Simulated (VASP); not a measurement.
# CrC5 (P6/mmm) in VASP: single point with PBE

Aim: the single point of CrC5 with PBE.

All numbers are computed with VASP 6.6.1; they aren't measurements. Logs are shortened: lines on timing, memory, paths and dates and some standing lists are left out, and cuts for length are marked.

## Step 1: The cell of the first run

Symmetry: P6/mmm, No. 191, hexagonal system. Conventional cell: a = 2.498 Å, b = 2.498 Å, c = 20.469 Å, α = 90.00°, β = 90.00°, γ = 120.00°. Within 3.2 Å of Cr (site symmetry 6mm) lie 12 C at 2.41 to 2.80 Å and 6 Cr at 2.50 Å. C (site symmetry 3m) has 3 C at 1.44 Å within 1.9 Å. C (site symmetry 3m) has 3 C at 1.44 Å within 1.9 Å. C (site symmetry -6m2) has 3 C at 1.44 Å within 1.9 Å.

## Step 2: Single point, PBE, collinear spin, ferromagnetic start

INCAR

```
PREC = Accurate
ENCUT = 520
EDIFF = 1E-6
ISMEAR = 0
SIGMA = 0.2
LREAL = False
LASPH = True
NELM = 150
ALGO = Normal
ISIF = 2
LWAVE = False
LCHARG = True
ISPIN = 2
MAGMOM = 3 3 0 0 0 0 0 0 0 0 0 0
LORBIT = 11
LMAXMIX = 4
GGA = PE
LELF = True
LVHAR = True
NBANDS = 48
```

KPOINTS

```
Automatic mesh
0
Gamma
  7 7 1
```

POSCAR

```
CrC5
1.0
    2.4983137429      0.0000000026      0.0000000000
   -1.2491568737      2.1636031667      0.0000000000
    0.0000000000      0.0000000000     20.4692770249
Cr C
2 10
Direct
    0.0000000000      0.0000000000      0.8826124628
    0.0000000000      0.0000000000      0.1173875372
    0.6666666667      0.3333333333      0.3994455723
    0.3333333333      0.6666666667      0.3994455723
    0.3333333333      0.6666666667      0.6005544277
    0.6666666667      0.3333333333      0.6005544277
    0.3333333333      0.6666666667      0.7884949168
    0.6666666667      0.3333333333      0.7884949168
    0.3333333333      0.6666666667      0.0000000000
    0.6666666667      0.3333333333      0.0000000000
    0.6666666667      0.3333333333      0.2115050832
    0.3333333333      0.6666666667      0.2115050832
```

Potentials or basis: VASP PAW PBE potentials, release 64 (Cr_pv, C).

Run with:

```bash
> cat potpaw_PBE.64/Cr_pv/POTCAR potpaw_PBE.64/C/POTCAR > POTCAR
> mpirun -np 1 vasp_std > vasp.out
```

OUTCAR:

```text
PREC = Accurate
   ENCUT = 520
   EDIFF = 1E-6
   ISMEAR = 0
   LREAL = False
   LASPH = True
   NELM = 150
   ISIF = 2
   ISPIN = 2
   LORBIT = 11
   GGA = PE

 ion  position               nearest neighbor table
   1  0.000  0.000  0.883-   7 2.41   8 2.41   8 2.41   7 2.41   8 2.41   7 2.41
   2  0.000  0.000  0.117-  11 2.41  12 2.41  11 2.41  12 2.41  11 2.41  12 2.41
   3  0.667  0.333  0.399-   4 1.44   4 1.44   4 1.44
   4  0.333  0.667  0.399-   3 1.44   3 1.44   3 1.44
   5  0.333  0.667  0.601-   6 1.44   6 1.44   6 1.44
   6  0.667  0.333  0.601-   5 1.44   5 1.44   5 1.44
   7  0.333  0.667  0.788-   8 1.44   8 1.44   8 1.44   1 2.41   1 2.41   1 2.41
   8  0.667  0.333  0.788-   7 1.44   7 1.44   7 1.44   1 2.41   1 2.41   1 2.41
   9  0.333  0.667  0.000-  10 1.44  10 1.44  10 1.44
  10  0.667  0.333  0.000-   9 1.44   9 1.44   9 1.44
  11  0.667  0.333  0.212-  12 1.44  12 1.44  12 1.44   2 2.41   2 2.41   2 2.41
  12  0.333  0.667  0.212-  11 1.44  11 1.44  11 1.44   2 2.41   2 2.41   2 2.41

  LATTYP: Found a hexagonal cell.
 ALAT       =     2.4983137429
 C/A-ratio  =     8.1932371717

  Lattice vectors:

 A1 = (   2.4983137429,   0.0000000026,   0.0000000000)
 A2 = (  -1.2491568737,   2.1636031667,   0.0000000000)
 A3 = (   0.0000000000,   0.0000000000,  20.4692770249)

Analysis of symmetry for initial positions (statically):
=====================================================================
 Subroutine PRICEL returns:
 Original cell was already a primitive cell.

 Routine SETGRP: Setting up the symmetry group for a
 hexagonal supercell.

 Subroutine GETGRP returns: Found 24 space group operations
 (whereof 24 operations were pure point group operations)
 out of a pool of 24 trial point group operations.

The static configuration has the point symmetry D_6h.

Analysis of symmetry for dynamics (positions and initial velocities):
=====================================================================
 Subroutine PRICEL returns:
 Original cell was already a primitive cell.

 Routine SETGRP: Setting up the symmetry group for a
 hexagonal supercell.

 Subroutine GETGRP returns: Found 24 space group operations
 (whereof 24 operations were pure point group operations)
 out of a pool of 24 trial point group operations.

The dynamic configuration has the point symmetry D_6h.

Analysis of structural, dynamic, and magnetic symmetry:
=====================================================================
 Subroutine PRICEL returns:
 Original cell was already a primitive cell.

 Routine SETGRP: Setting up the symmetry group for a
 hexagonal supercell.

 Subroutine GETGRP returns: Found 24 space group operations
 (whereof 24 operations were pure point group operations)
 out of a pool of 24 trial point group operations.

The overall configuration has the point symmetry D_6h.

 Subroutine INISYM returns: Found 24 space group operations
 (whereof 24 operations are pure point group operations),
 and found     1 'primitive' translations

----------------------------------------------------------------------------------------

                                     Primitive cell

  volume of cell :     110.6438

  direct lattice vectors                    reciprocal lattice vectors
     2.498313743  0.000000003  0.000000000     0.400269983  0.231095983  0.000000000
    -1.249156874  2.163603167  0.000000000    -0.000000000  0.462191965  0.000000000
     0.000000000  0.000000000 20.469277025     0.000000000  0.000000000  0.048853704

  length of vectors
     2.498313743  2.498313743 20.469277025     0.462191965  0.462191965  0.048853704

  position of ions in fractional coordinates (direct lattice)
     0.000000000  0.000000000  0.882612463
     0.000000000  0.000000000  0.117387537
     0.666666667  0.333333333  0.399445572
[... 71 lines left out ...]
   ISTART =      0    job   : 0-new  1-cont  2-samecut
   ICHARG =      2    charge: 1-file 2-atom 10-const
   ISPIN  =      2    spin polarized calculation?
   LNONCOLLINEAR =      F non collinear calculations
   LSORBIT =      F    spin-orbit coupling
   LASPH  =      T    aspherical Exc in radial PAW
   ENCUT  =  520.0 eV  38.22 Ry    6.18 a.u.   4.65  4.65 38.06*2*pi/ulx,y,z
   NELM   =    150;   NELMIN=  2; NELMDL= -5     # of ELM steps
   EDIFF  = 0.1E-05   stopping-criterion for ELM
   LREAL  =      F    real-space projection
   EDIFFG = 0.1E-04   stopping-criterion for IOM
   NSW    =      0    number of steps for IOM
   IBRION =     -1    ionic relax: 0-MD 1-quasi-New 2-CG
   NFREE  =      0    steps in history (QN), initial steepest desc. (CG)
   ISIF   =      2    stress and relaxation
   ISYM   =      2    0-nonsym 1-usesym 2-fastsym
   POTIM  = 0.5000    time-step for ionic-motion
   TEBEG  =    0.0;   TEEND  =   0.0 temperature during run
   PSTRESS=    0.0 pullay stress
   NELECT =      64.0000    total number of electrons
   NUPDOWN=      -1.0000    fix difference up-down
   EMIN   =  10.00;   EMAX   =-10.00  energy-range for DOS
   EFERMI =   0.00;   METHOD = LEGACY
   ISMEAR =     0;   SIGMA  =   0.20  broadening in eV -4-tet -1-fermi 0-gaus
   EFERMI_NEDOS =   21; number of points for ismear=-14 and -15
   IALGO  =     38    algorithm
   IMIX   =      4    mixing-type and parameters
     AMIX     =   0.40;   BMIX     =  1.00
     AMIX_MAG =   1.60;   BMIX_MAG =  1.00
  volume/ion in A,a.u.               =       9.22        62.22
  Fermi-wavevector in a.u.,A,eV,Ry     =   1.364036  2.577654 25.314916  1.860594
  Thomas-Fermi vector in A             =   2.490387
   LORBIT       =     11    0 simple, 1 ext, 2 COOP (PROOUT), +10 PAW based schemes
   GGA     = PE    functional components
   LHFCALC =     F    Hartree Fock is set to
   AEXX    =    0.0000 exact exchange contribution
   IVDW    =     0    specifies the selected vdW correction
   LEPSILON=     F    determine dielectric tensor
   LRPA    =     F    only Hartree local field effects (RPA)
 spin polarized calculation
 Gauss-broadening in eV      SIGMA  =   0.20
  energy-cutoff  :      520.00
  volume of cell :      110.64
 maximum number of plane-waves:      3005
 NGX is ok and might be reduce to    20
   NGX =  9   NGY =  9   NGZ = 77

 number of electron      64.0000007 magnetization       0.0002097

 Free energy of the ion-electron system (eV)
  ---------------------------------------------------
  ext. energy  EPLUGINS =         0.00000000
  ---------------------------------------------------
  free energy    TOTEN  =      -105.86219188 eV

  energy without entropy =     -105.78399873  energy(sigma->0) =     -105.82309530

 E-fermi :   7.1822     XC(G=0): -10.9097

 val. band max:        7.1237959472   @ k =   0.1429  -0.0000   0.0000
 cond. band min:       7.2883858538   @ k =   0.2857   0.2857   0.0000
 fundamental gap:      0.1645899066
 Fermi energy:         7.1822034139

 spin component 1

 k-point     1 :       0.0000    0.0000    0.0000
  band No.  band energies     occupation
      1     -36.1165      1.00000
      2     -36.1160      1.00000
      3     -35.4925      1.00000
      4     -35.4925      1.00000
      5     -35.4925      1.00000
      6     -35.4925      1.00000
[... 365 lines left out ...]
     43      14.6430      0.00000
     44      14.7554      0.00000
 Fermi energy:         7.1822034139

 spin component 2

 k-point     1 :       0.0000    0.0000    0.0000
  band No.  band energies     occupation
      1     -36.1164      1.00000
      2     -36.1159      1.00000
      3     -35.4924      1.00000
      4     -35.4924      1.00000
      5     -35.4924      1.00000
      6     -35.4924      1.00000
[... 365 lines left out ...]
     43      14.6431      0.00000
     44      14.7555      0.00000
 [bands above 44 left out]

------------------------ aborting loop because EDIFF is reached ----------------------------------------

  FORCE on cell =-STRESS in cart. coord.  units (eV):
  Direction    XX          YY          ZZ          XY          YZ          ZX
  --------------------------------------------------------------------------------------
  -------------------------------------------------------------------------------------
  Total       -0.0640167     -0.0640167      0.2691702     -0.0000000      0.0000000      0.0000000
  in kB       -0.9269935     -0.9269935      3.8977179     -0.0000000      0.0000000      0.0000000
  external PRESSURE =       0.6812436 kB  Pullay stress =       0.0000000 kB

 VOLUME and BASIS-vectors are now :
 -----------------------------------------------------------------------------
  energy-cutoff  :      520.00
  volume of cell :      110.64
      direct lattice vectors                 reciprocal lattice vectors
     2.498313743  0.000000003  0.000000000     0.400269983  0.231095983  0.000000000
    -1.249156874  2.163603167  0.000000000    -0.000000000  0.462191965  0.000000000
     0.000000000  0.000000000 20.469277025     0.000000000  0.000000000  0.048853704

 POSITION                                       TOTAL-FORCE (eV/Angst)
 -----------------------------------------------------------------------------------
      0.00000      0.00000     18.06644        -0.000000      0.000000      0.060124
      0.00000      0.00000      2.40284         0.000000     -0.000000     -0.060124
      1.24916      0.72120      8.17636        -0.000000     -0.000000      0.000034
     -0.00000      1.44240      8.17636         0.000000     -0.000000      0.000034
     -0.00000      1.44240     12.29291         0.000000     -0.000000     -0.000034
      1.24916      0.72120     12.29291        -0.000000     -0.000000     -0.000034
     -0.00000      1.44240     16.13992         0.000000      0.000000     -0.020638
      1.24916      0.72120     16.13992        -0.000000     -0.000000     -0.020638
     -0.00000      1.44240      0.00000         0.000000      0.000000     -0.000000
      1.24916      0.72120      0.00000        -0.000000     -0.000000     -0.000000
      1.24916      0.72120      4.32936        -0.000000      0.000000      0.020638
     -0.00000      1.44240      4.32936         0.000000     -0.000000      0.020638
 -----------------------------------------------------------------------------------
    total drift:                               -0.000000     -0.000000     -0.000000

  FREE ENERGIE OF THE ION-ELECTRON SYSTEM (eV)
  ---------------------------------------------------
  free  energy   TOTEN  =      -105.8621918824 eV

  energy  without entropy=     -105.7839987260  energy(sigma->0) =     -105.82309530

 total charge

# of ion       s       p       d       tot
------------------------------------------
    1        0.333   6.290   4.372  10.995
    2        0.333   6.290   4.372  10.995
    3        0.853   1.748   0.000   2.602
    4        0.853   1.748   0.000   2.602
    5        0.853   1.748   0.000   2.602
    6        0.853   1.748   0.000   2.602
    7        0.845   1.778   0.000   2.623
    8        0.845   1.778   0.000   2.623
    9        0.855   1.741   0.000   2.596
   10        0.855   1.741   0.000   2.596
   11        0.845   1.778   0.000   2.623
   12        0.845   1.778   0.000   2.623
--------------------------------------------------
tot          9.169  30.167   8.745  48.081

 magnetization (x)

# of ion       s       p       d       tot
------------------------------------------
    1        0.000  -0.000   0.000   0.000
    2        0.000  -0.000   0.000   0.000
    3       -0.000  -0.000   0.000  -0.000
    4       -0.000  -0.000   0.000  -0.000
    5       -0.000  -0.000   0.000  -0.000
    6       -0.000  -0.000   0.000  -0.000
    7       -0.000  -0.000   0.000  -0.000
    8       -0.000  -0.000   0.000  -0.000
    9       -0.000  -0.000   0.000  -0.000
   10       -0.000  -0.000   0.000  -0.000
   11       -0.000  -0.000   0.000  -0.000
   12       -0.000  -0.000   0.000  -0.000
--------------------------------------------------
tot          0.000  -0.000   0.000   0.000
```

Run time: 2.7 min. Hardware: 1 thread of Intel Xeon Platinum 8488C (Sapphire Rapids), shared host; peak memory 0.3 GiB.

What came out:

| Property | Result |
| --- | --- |
| Free energy | -105.8622 eV |
| Pressure | 0.1 GPa |
| Largest force | 0.060 eV/Å |
| Band gap on the k mesh | zero (filled and empty bands overlap) |
| Net moment | 0.00 μB per cell |
| Valence electrons inside the program's atomic spheres | Cr 10.99; C 2.60, 2.62 (each value once) |

Forces in eV/Å, atoms in the order of the input:
```
Cr   0.000  0.000  0.060
Cr   0.000  0.000 -0.060
C    0.000  0.000  0.000
C    0.000  0.000  0.000
C    0.000  0.000  0.000
C    0.000  0.000  0.000
C    0.000  0.000 -0.021
C    0.000  0.000 -0.021
C    0.000  0.000  0.000
C    0.000  0.000  0.000
C    0.000  0.000  0.021
C    0.000  0.000  0.021
```

Stress tensor (GPa, compression positive):
```
-0.09  0.00  0.00
 0.00 -0.09  0.00
 0.00  0.00  0.39
```

Caveat: the k points lie up to 0.41 Å⁻¹ apart; this functional lacks dispersion, which binds the layers, so the pressure and a relaxed spacing across them are unreliable.
